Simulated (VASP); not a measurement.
Here is a VASP 6.6.1 calculation.

POSCAR

```
Sc
1.0
    0.0000000000      2.2705000000      2.4521400000
    2.2705000000      0.0000000000      2.4521400000
    2.2705000000      2.2705000000      0.0000000000
Sc
1
Direct
    0.0000000000      0.0000000000      0.0000000000
```

Contents of INCAR.step1:

```
SYSTEM = Sc
PREC = Accurate
ENCUT = 520
ISMEAR = 0
SIGMA = 0.15
LREAL = .False.
LASPH = .True.
NELM = 60
NBANDS = 12
GGA = PE
ALGO = Normal
EDIFF = 1E-4
LWAVE = .True.
LCHARG = .False.
```

The input INCAR.step2:

```
SYSTEM = Sc
PREC = Accurate
ENCUT = 520
EDIFF = 1E-6
ISMEAR = 0
SIGMA = 0.15
LREAL = .False.
LASPH = .True.
NELM = 60
ALGO = Normal
ISIF = 2
LWAVE = .False.
LCHARG = .False.
METAGGA = R2SCAN
LMIXTAU = .True.
NBANDS = 12
ISTART = 1
```

The input KPOINTS:

```
regular mesh
0
Gamma
  18 18 18
  0 0 0
```

Potentials or basis: VASP PAW PBE potentials, release 64 (Sc_sv).

The run is started by

```console
$ cat potpaw_PBE.64/Sc_sv/POTCAR > POTCAR
$ cp INCAR.step1 INCAR
$ mpirun -np 1 vasp_std > vasp.out
$ cp INCAR.step2 INCAR
$ mpirun -np 1 vasp_std > vasp.out
```

What does it give for the band gap on the k mesh?

Zero (an odd number of electrons rules out a gap without spin polarisation).

Estimate the pressure.

-0.3 GPa.

Stress tensor (GPa, compression positive):
```
 0.21  0.00  0.00
 0.00  0.21  0.00
 0.00  0.00 -1.20
```

Caveat: the cell differs from its parent crystal (strain +0.000 along x and y, +0.080 along z); the PAW data sets were made with another functional, which shifts forces and pressure a little.
